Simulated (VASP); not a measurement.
Here is a VASP 6.6.1 calculation.

INCAR

```
SYSTEM = TaN
PREC     = Accurate       ! precision mode
ENCUT    = 700            ! plane-wave cutoff, eV
EDIFF    = 1E-6           ! SCF threshold, eV
ISMEAR   = -1             ! smearing method
SIGMA    = 0.05           ! smearing width, eV
LREAL    = .FALSE.        ! projectors in reciprocal space
LASPH    = .TRUE.         ! aspherical terms in the spheres
NELM     = 120            ! most SCF steps
ALGO     = Normal         ! electronic algorithm
ISIF     = 2              ! what is computed and relaxed
LWAVE    = .FALSE.        ! write WAVECAR
LCHARG   = .FALSE.        ! write CHGCAR
GGA      = B5             ! functional
ALDAX    = 1.0          
AGGAX    = 1.0          
AGGAC    = 1.0          
ALDAC    = 0.0          
IVDW     = 12             ! dispersion correction
VDW_S6   = 1.0          
VDW_S8   = 2.6996       
VDW_A1   = 0.4298       
VDW_A2   = 4.2359       
NBANDS   = 16             ! bands
GGA_COMPAT= .FALSE.
```

KPOINTS

```
regular mesh
0
G
  10 10 10
  0 0 0
```

Contents of POSCAR:

```
TaN
1.0
    0.0000000000      2.2259679500      2.2259679500
    2.2259679500      0.0000000000      2.2259679500
    2.2259679500      2.2259679500      0.0000000000
Ta N
1 1
Direct
    0.5000000000      0.5000000000      0.5000000000
    0.0000000000      0.0000000000      0.0000000000
```

Potentials or basis: VASP PAW PBE potentials, release 64 (Ta_sv_GW, N).

Command:

```bash
$ cat potpaw_PBE.64/Ta_sv_GW/POTCAR potpaw_PBE.64/N/POTCAR > POTCAR
$ mpirun -np 1 vasp_std > vasp.out
```

Predict the pressure.

-12.0 GPa.

What does it give for the dispersion energy per atom?

-1.059 eV.

What does it give for the band gap on the k mesh?

Zero (bands 9 and 10 overlap by 3.69 eV).

Caveat: the cell stands under tension; the dispersion term is far too large for a dense solid, which distorts pressure and volume; the PAW data sets were made with another functional, which shifts forces and pressure a little; spin-orbit coupling is left out, which moves the levels of the heavy elements.
